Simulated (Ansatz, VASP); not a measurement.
## Two plane-wave programs on AlN

```
CELL_PARAMETERS angstrom
3.01767 0.00000 0.00000
-1.50884 2.61338 0.00000
0.00000 0.00000 5.05267
ATOMIC_POSITIONS crystal
Al 0.33333 0.66667 0.00000
Al 0.66667 0.33333 0.50000
N 0.33333 0.66667 0.38500
N 0.66667 0.33333 0.88500
```

Change from the starting cell: strain -0.030 along x and y, +0.015 along z, atoms carried along.

Alike in both runs: task single point; functional PBEsol; k mesh 12 × 12 × 6; occupations gaussian, width 0.05 eV; no spin polarisation.

```csv
,VASP,Ansatz
version,VASP 6.6.1,Ansatz 0.2.0
potentials or method,"VASP PAW PBE potentials, release 64 (Al, N), cutoff 600 eV","scalar-relativistic, plane waves, PAW"
valence electrons in the cell,16,16
```

|  | VASP | Ansatz | Ansatz less VASP |
| --- | --- | --- | --- |
| gap on the k mesh at the Fermi level (eV) | 4.59 | 4.57 | -0.020 |
| least direct gap on the mesh (eV) | 4.59 | 4.57 | -0.020 |
| pressure (GPa) | 12.1 | 12.2 | +0.07 |
| traceless stress, the component that is largest in VASP (GPa) | -15.36 | -15.14 | +0.214 |
| rms of the force components (eV/Å) | 0.425 | 0.418 | -0.0067 |

VASP's potentials were made for PBE, not for PBEsol. Atom by atom the forces differ by 0.007 eV/Å (rms over components). With one functional, cell and mesh, what is left measures potentials, basis and numerics.
